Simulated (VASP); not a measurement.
Wanted: the native input for a VASP 6.6.1 run.

| Quantity | Value |
| --- | --- |
| Task | single point |
| Functional | LDA |
| Potentials or basis | VASP PAW LDA potentials, release 64 (Au) |
| Cutoff | 520 eV |
| k mesh | 12 × 12 × 12 |
| Occupations | fermi-dirac, width 0.136057 eV |
| Spin | no spin polarisation |
| Dipole correction | no |
| Further INCAR settings | ALGO = Normal; EDIFF = 1e-06; NBANDS = 12 |

The structure of Au lies in POSCAR:

```
Au
1.0
    2.6675118849      0.0000000000      0.0000000000
    0.0000000000      2.6675118849      0.0000000000
    0.0000000000      0.0000000000      2.6675118849
Au
1
Direct
    0.0000000000      0.0000000000      0.0000000000
```

These files were run (other wordings do the same):

INCAR

```
PREC = Accurate ; ENCUT = 520
EDIFF = 1E-6 ; ISMEAR = -1
SIGMA = 0.13605693000000002 ; LREAL = F
LASPH = T ; NELM = 60
ALGO = Normal ; ISIF = 2
LWAVE = F ; LCHARG = F
GGA = CA ; NBANDS = 12
```

KPOINTS

```
regular mesh
0
Gamma
  12 12 12
```

Potentials or basis: VASP PAW LDA potentials, release 64 (Au).

Command:

```console
$ cat potpaw_LDA.64/Au/POTCAR > POTCAR
$ mpirun -np 1 vasp_std > vasp.out
```

Results of the run:

| Property | Result |
| --- | --- |
| Pressure | 0.4 GPa |

Run time: 10 s on 1 thread of AMD EPYC 9R14 (Zen 4) (shared host), peak memory 0.09 GiB.
